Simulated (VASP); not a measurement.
# TiO2 in VASP: further runs

The runs below take TiO2 through single point, with revPBE+D3(BJ), LDA+U.

All numbers are computed with VASP 6.6.1; they aren't measurements. Logs are shortened: lines on timing, memory, paths and dates and some standing lists are left out, and cuts for length are marked.

### 1 The cell of the first run

The typed cell holds 9 atoms: a = 2.965 Å, b = 4.639 Å, c = 7.288 Å, α = 88.54°, β = 78.26°, γ = 90.00°.

### 2 Single point, revPBE+D3(BJ)

INCAR

```
SYSTEM = TiO2
PREC = Accurate
ENCUT = 600
EDIFF = 1E-6
ISMEAR = -1
SIGMA = 0.05
LREAL = .FALSE.
LASPH = .TRUE.
NELM = 120
ALGO = Normal
ISIF = 2
LWAVE = .FALSE.
LCHARG = .TRUE.
GGA = RE
IVDW = 12
LELF = .TRUE.
LVHAR = .TRUE.
NBANDS = 46
GGA_COMPAT = .FALSE.
```

KPOINTS

```
regular mesh
0
G
  9 6 4
  0 0 0
```

POSCAR

```
TiO2
1.0
    2.9649579302     -0.0000690938      0.0001192462
    0.0000982702      4.6391300245     -0.0172785663
    1.4821958676      0.2127948506      7.1320579137
Ti O
3 6
Direct
    0.0037298114      0.0003765817      0.0007043064
    0.3444085358      0.4853308416      0.3191945675
    0.6628738399      0.5154220612      0.6822127857
    0.4416014974      0.1944796000      0.1247862173
    0.7788361760      0.2912016985      0.4503061803
    0.1037619831      0.3000610580      0.8004544390
    0.9035130241      0.7006903536      0.2009531050
    0.2284420200      0.7095505782      0.5510998799
    0.5656841020      0.8062742369      0.8766215088
```

Potentials or basis: VASP PAW PBE potentials, release 64 (Ti_sv, O).

Started as:

```
$ cat potpaw_PBE.64/Ti_sv/POTCAR potpaw_PBE.64/O/POTCAR > POTCAR
$ mpirun -np 1 vasp_std > vasp.out
```

OUTCAR:

```text
SYSTEM = TiO2
   PREC = Accurate
   ENCUT = 600
   EDIFF = 1E-6
   ISMEAR = -1
   LREAL = .FALSE.
   LASPH = .TRUE.
   NELM = 120
   ISIF = 2
   GGA = RE
   IVDW = 12
 IVDW          = 12

 ion  position               nearest neighbor table
   1  0.004  0.000  0.001-   4 1.96   9 1.96   9 1.96   4 1.96   6 1.97   7 1.97
   2  0.344  0.485  0.319-   5 1.96   5 1.96   4 1.96   7 1.97   7 1.97   8 1.98
   3  0.663  0.515  0.682-   8 1.96   8 1.96   9 1.96   6 1.97   6 1.97   5 1.98
   4  0.442  0.194  0.125-   1 1.96   1 1.96   2 1.96
   5  0.779  0.291  0.450-   2 1.96   2 1.96   3 1.98
   6  0.104  0.300  0.800-   3 1.97   3 1.97   1 1.97
   7  0.904  0.701  0.201-   2 1.97   2 1.97   1 1.97
   8  0.228  0.710  0.551-   3 1.96   3 1.96   2 1.98
   9  0.566  0.806  0.877-   1 1.96   1 1.96   3 1.96

  LATTYP: Found a base centered monoclinic cell.
 ALAT       =    14.2703463237
 B/A-ratio  =     0.2077705660
 C/A-ratio  =     0.3250910733
 COS(beta)  =    -0.0261051516

  Lattice vectors:

 A1 = (   1.4827620626,  -0.2128639444,  -7.1319386675)
 A2 = (  -1.4821958676,  -0.2127948506,  -7.1320579137)
 A3 = (   0.0000982702,   4.6391300245,  -0.0172785663)

Analysis of symmetry for initial positions (statically):
=====================================================================
 Subroutine PRICEL returns:
 Original cell was already a primitive cell.

 Routine SETGRP: Setting up the symmetry group for a
 base centered monoclinic supercell.

 Subroutine GETGRP returns: Found  1 space group operations
 (whereof  1 operations were pure point group operations)
 out of a pool of  4 trial point group operations.

The static configuration has the point symmetry C_1 .

Analysis of symmetry for dynamics (positions and initial velocities):
=====================================================================
 Subroutine PRICEL returns:
 Original cell was already a primitive cell.

 Routine SETGRP: Setting up the symmetry group for a
 base centered monoclinic supercell.

 Subroutine GETGRP returns: Found  1 space group operations
 (whereof  1 operations were pure point group operations)
 out of a pool of  4 trial point group operations.

The dynamic configuration has the point symmetry C_1 .

 Subroutine INISYM returns: Found  1 space group operations
 (whereof  1 operations are pure point group operations),
 and found     1 'primitive' translations

[... 136 lines left out ...]
   ISIF   =      2    stress and relaxation
   ISYM   =      2    0-nonsym 1-usesym 2-fastsym
   POTIM  = 0.5000    time-step for ionic-motion
   TEBEG  =    0.0;   TEEND  =   0.0 temperature during run
   PSTRESS=    0.0 pullay stress
   NELECT =      72.0000    total number of electrons
   NUPDOWN=      -1.0000    fix difference up-down
   EMIN   =  10.00;   EMAX   =-10.00  energy-range for DOS
   EFERMI =   0.00;   METHOD = LEGACY
   ISMEAR =    -1;   SIGMA  =   0.05  broadening in eV -4-tet -1-fermi 0-gaus
   EFERMI_NEDOS =   21; number of points for ismear=-14 and -15
   IALGO  =     38    algorithm
   IMIX   =      4    mixing-type and parameters
     AMIX     =   0.40;   BMIX     =  1.00
     AMIX_MAG =   1.60;   BMIX_MAG =  1.00
  volume/ion in A,a.u.               =      10.90        73.56
  Fermi-wavevector in a.u.,A,eV,Ry     =   1.476661  2.790485 29.667880  2.180528
  Thomas-Fermi vector in A             =   2.591160
   LORBIT       =      0    0 simple, 1 ext, 2 COOP (PROOUT), +10 PAW based schemes
   GGA     = RE    functional components
   LHFCALC =     F    Hartree Fock is set to
   AEXX    =    0.0000 exact exchange contribution
   IVDW    =    12    specifies the selected vdW correction
   LEPSILON=     F    determine dielectric tensor
   LRPA    =     F    only Hartree local field effects (RPA)
 non-spin polarized calculation
  energy-cutoff  :      600.00
  volume of cell :       98.11
 maximum number of plane-waves:      3297
   NGX = 11   NGY = 19   NGZ = 29

 number of electron      72.0000004 magnetization

 Free energy of the ion-electron system (eV)
  ---------------------------------------------------
  ext. energy  EPLUGINS =         0.00000000
  ---------------------------------------------------
  free energy    TOTEN  =       -77.07320515 eV

  energy without entropy =      -77.07320515  energy(sigma->0) =      -77.07320515

 E-fermi :   5.1181     XC(G=0): -10.8443

 val. band max:        4.1034775012   @ k =   0.0000   0.0000   0.2500
 cond. band min:       6.3733913367   @ k =   0.0000   0.0000   0.0000
 fundamental gap:      2.2699138355
 Fermi energy:         5.1181142476

 k-point     1 :       0.0000    0.0000    0.0000
  band No.  band energies     occupation
      1     -52.7281      2.00000
      2     -52.6055      2.00000
      3     -52.5702      2.00000
      4     -28.9701      2.00000
      5     -28.9581      2.00000
      6     -28.8936      2.00000
[... 1165 lines left out ...]
     45       8.2282      0.00000
     46       9.9893      0.00000

 [... further k-points ...]

------------------------ aborting loop because EDIFF is reached ----------------------------------------

 Edisp (eV)   -4.10098

 E8    (eV) :    -2.7206

  FORCE on cell =-STRESS in cart. coord.  units (eV):
  Direction    XX          YY          ZZ          XY          YZ          ZX
  --------------------------------------------------------------------------------------
  -------------------------------------------------------------------------------------
  Total       0.32595     0.12600     0.25643     0.00019    -0.00797     0.00021
  in kB       5.32287     2.05756     4.18767     0.00315    -0.13019     0.00337
  external pressure =        3.86 kB  Pullay stress =        0.00 kB

 VOLUME and BASIS-vectors are now :
 -----------------------------------------------------------------------------
  energy-cutoff  :      600.00
  volume of cell :       98.11
      direct lattice vectors                 reciprocal lattice vectors
     2.964957930 -0.000069094  0.000119246     0.337275726 -0.000268179 -0.070085188
     0.000098270  4.639130025 -0.017278566     0.000005281  0.215533702 -0.006431845
     1.482195868  0.212794851  7.132057914    -0.000005626  0.000522170  0.140197575

 POSITION                                       TOTAL-FORCE (eV/Angst)
 -----------------------------------------------------------------------------------
      0.01210      0.00190      0.00502        -0.000216     -0.000012      0.000143
      1.49431      2.31941      2.26817        -0.000114     -0.000888     -0.032644
      2.97662      2.53624      4.85675         0.000149      0.000926      0.032771
      1.49431      0.92874      0.88667         0.000217      0.014760      0.011287
      2.97669      1.44669      3.20667         0.000072     -0.057602      0.005944
      1.49411      1.56235      5.70372        -0.000110     -0.012444      0.008953
      2.97680      3.29329      1.42121        -0.000000      0.012449     -0.009165
      1.49423      3.40895      3.91824        -0.000139      0.057604     -0.005734
      2.97663      3.92691      6.23825         0.000141     -0.014793     -0.011555
 -----------------------------------------------------------------------------------
    total drift:                                0.000465      0.000360     -0.000643

  FREE ENERGIE OF THE ION-ELECTRON SYSTEM (eV)
  ---------------------------------------------------
  free  energy   TOTEN  =       -81.1741844544 eV

  energy  without entropy=      -81.1741844543  energy(sigma->0) =      -81.17418445
```

OSZICAR:

```text
N       E                     dE             d eps       ncg     rms          rms(c)
DAV:   1     0.115112004969E+04    0.11511E+04   -0.39541E+04 10120   0.203E+03
DAV:   2     0.118657175996E+03   -0.10325E+04   -0.98504E+03 10448   0.598E+02
DAV:   3    -0.881368029776E+02   -0.20679E+03   -0.20118E+03 13454   0.234E+02
DAV:   4    -0.102006630369E+03   -0.13870E+02   -0.13837E+02 14736   0.650E+01
DAV:   5    -0.102649701504E+03   -0.64307E+00   -0.64274E+00 15100   0.114E+01    0.383E+01
DAV:   6    -0.778235470308E+02    0.24826E+02   -0.15839E+02 13890   0.956E+01    0.148E+01
DAV:   7    -0.773765630808E+02    0.44698E+00   -0.28457E+01 13476   0.345E+01    0.104E+01
DAV:   8    -0.772558966558E+02    0.12067E+00   -0.61514E+00 12340   0.194E+01    0.470E+00
DAV:   9    -0.770601313772E+02    0.19577E+00   -0.14640E+00 13826   0.859E+00    0.131E+00
DAV:  10    -0.770784960547E+02   -0.18365E-01   -0.13559E-01 12958   0.250E+00    0.581E-01
DAV:  11    -0.770731455245E+02    0.53505E-02   -0.20889E-02 13902   0.107E+00    0.151E-01
DAV:  12    -0.770731947499E+02   -0.49225E-04   -0.31738E-03 12030   0.376E-01    0.990E-02
DAV:  13    -0.770731922419E+02    0.25080E-05   -0.27140E-04 13850   0.130E-01    0.761E-02
DAV:  14    -0.770731971094E+02   -0.48674E-05   -0.27998E-04 14120   0.103E-01    0.209E-02
DAV:  15    -0.770732012267E+02   -0.41173E-05   -0.33010E-05 12496   0.395E-02    0.112E-02
DAV:  16    -0.770732049532E+02   -0.37266E-05   -0.23610E-05 13408   0.373E-02    0.944E-03
DAV:  17    -0.770732051519E+02   -0.19862E-06   -0.39412E-06  9600   0.159E-02
   1 F= -.81174184E+02 E0= -.81174184E+02  d E =-.737919E-10
```

stdout:

```text
POSCAR found type information on POSCAR TiO
 POSCAR found :  2 types and       9 ions
 scaLAPACK will be used
 -----------------------------------------------------------------------------
|                                                                             |
|                                                                             |
[... 21 lines left out ...]
|     Results are often still useful ...                                      |
|                                                                             |
 -----------------------------------------------------------------------------

 POSCAR, INCAR and KPOINTS ok, starting setup
 FFT: planning ... GRIDC
 FFT: planning ... GRID_SOFT
 FFT: planning ... GRID
 WAVECAR not read
 entering main loop
```

It took 15 min on 1 thread of Intel Xeon 8259CL, shared host; peak memory 0.55 GiB.

Results:

```
Free energy                : -81.1742 eV
Pressure                   : 0.4 GPa
Largest force              : 0.058 eV/Å
Band gap on the k mesh     : 2.27 eV (least direct gap 2.30 eV)
Dispersion energy per atom : -0.456 eV
```

Forces in eV/Å, atoms in the order of the input:
```
Ti   0.000  0.000  0.000
Ti   0.000 -0.001 -0.033
Ti   0.000  0.001  0.033
O    0.000  0.015  0.011
O    0.000 -0.058  0.006
O    0.000 -0.012  0.009
O    0.000  0.012 -0.009
O    0.000  0.058 -0.006
O    0.000 -0.015 -0.012
```

Levels at points of the mesh, in eV from the valence-band top:
```csv
k point,band 33,band 34,band 35,band 36,band 37,band 38,band 39,band 40
"(0.00, 0.00, 0.00)",-0.46,-0.36,-0.25,-0.03,2.27,2.65,2.79,2.86
"(0.00, 0.50, 0.00)",-1.06,-0.94,-0.85,-0.77,2.37,2.62,2.77,2.98
"(0.00, 0.00, 0.50)",-0.91,-0.83,-0.26,-0.19,2.38,2.65,2.80,2.97
"(0.00, 0.50, 0.50)",-0.87,-0.76,-0.72,-0.30,2.35,2.55,2.67,2.83
```

Caveat: the PAW data sets were made with another functional, which shifts forces and pressure a little; an odd mesh through Γ misses points on the zone boundary, where band edges can lie.

### 3 Single point, LDA+U

This run uses another cell than the first one, of 10.70 Å³/atom.

INCAR

```
SYSTEM = TiO2
PREC     = Accurate       ! precision mode
ENCUT    = 600            ! plane-wave cutoff, eV
EDIFF    = 1E-6           ! SCF threshold, eV
ISMEAR   = -1             ! smearing method
SIGMA    = 0.05           ! smearing width, eV
LREAL    = .False.        ! projectors in reciprocal space
LASPH    = .True.         ! aspherical terms in the spheres
NELM     = 200            ! most SCF steps
ALGO     = Normal         ! electronic algorithm
ISIF     = 2              ! what is computed and relaxed
LWAVE    = .False.        ! write WAVECAR
LCHARG   = .True.         ! write CHGCAR
LMAXMIX  = 4              ! l up to which the mixer works
LDAU     = .True.         ! DFT+U
LDAUTYPE = 2            
LDAUL    = 2 -1           ! shell
LDAUU    = 3 0            ! U, eV
LDAUJ    = 0 0          
LDAUPRINT= 1            
LELF     = .True.         ! ELF
LVHAR    = .True.       
NBANDS   = 46             ! bands
GGA_COMPAT= .False.
```

KPOINTS

```
Automatic mesh
0
Gamma
  9 6 4
  0 0 0
```

POSCAR

```
TiO2
1.0
    2.9529065803     -0.0000692860      0.0001271288
    0.0000971206      4.6378886676     -0.0253732010
    1.4761912722      0.2005509725      7.0323022151
Ti O
3 6
Direct
    0.0037028951      0.0003764666      0.0007018510
    0.3455407464      0.4863969857      0.3170714596
    0.6618472993      0.5143540318      0.6843322818
    0.4409867004      0.1904080123      0.1259885444
    0.7795990544      0.2994597523      0.4487689755
    0.1022593497      0.3029623639      0.8034281115
    0.9049814233      0.6977903157      0.1979807124
    0.2276648672      0.7012932650      0.5526402984
    0.5662686543      0.8103458167      0.8754207555
```

Potentials or basis: VASP PAW LDA potentials, release 64 (Ti_sv, O).

Started as:

```
$ cat potpaw_LDA.64/Ti_sv/POTCAR potpaw_LDA.64/O/POTCAR > POTCAR
$ mpirun -np 1 vasp_std > vasp.out
```

Run time: 5 min. Hardware: 1 thread of Intel Xeon 6975P-C (Granite Rapids), shared host; peak memory 0.51 GiB.

The run converged. Its results:

* Free energy: -81.5575 eV
* Pressure: 4.1 GPa
* Largest force: 0.390 eV/Å
* Band gap on the k mesh: 2.65 eV (least direct gap 2.71 eV)

Forces in eV/Å, atoms in the order of the input:
```
Ti  -0.002  0.000  0.000
Ti  -0.002  0.014 -0.086
Ti  -0.001 -0.014  0.086
O    0.001  0.081  0.066
O    0.001 -0.389  0.033
O    0.000 -0.075  0.057
O    0.001  0.075 -0.057
O    0.000  0.389 -0.033
O    0.001 -0.081 -0.067
```

Stress tensor (GPa, compression positive):
```
4.62 0.00 0.00
0.00 3.59 0.14
0.00 0.14 4.19
```

Levels at points of the mesh, in eV from the valence-band top:
```csv
k point,band 33,band 34,band 35,band 36,band 37,band 38,band 39,band 40
"(0.00, 0.00, 0.00)",-0.50,-0.40,-0.29,-0.05,2.65,3.06,3.16,3.29
"(0.00, 0.50, 0.00)",-1.20,-0.98,-0.88,-0.80,2.70,3.04,3.16,3.39
"(0.00, 0.00, 0.50)",-0.96,-0.86,-0.32,-0.16,2.76,3.01,3.19,3.37
"(0.00, 0.50, 0.50)",-0.92,-0.81,-0.75,-0.27,2.71,2.92,3.08,3.24
```

Eigenvalues of the final occupation matrices:
```
    site  spin  trace               eigenvalues
site 1 d     1   0.84  0.09 0.11 0.11 0.26 0.27
site 1 d     2   0.84  0.09 0.11 0.11 0.26 0.27
site 2 d     1   0.86  0.10 0.11 0.11 0.27 0.28
site 2 d     2   0.86  0.10 0.11 0.11 0.27 0.28
site 3 d     1   0.86  0.10 0.11 0.11 0.27 0.28
site 3 d     2   0.86  0.10 0.11 0.11 0.27 0.28
```

Caveat: the cell stands under pressure; an odd mesh through Γ misses points on the zone boundary, where band edges can lie.
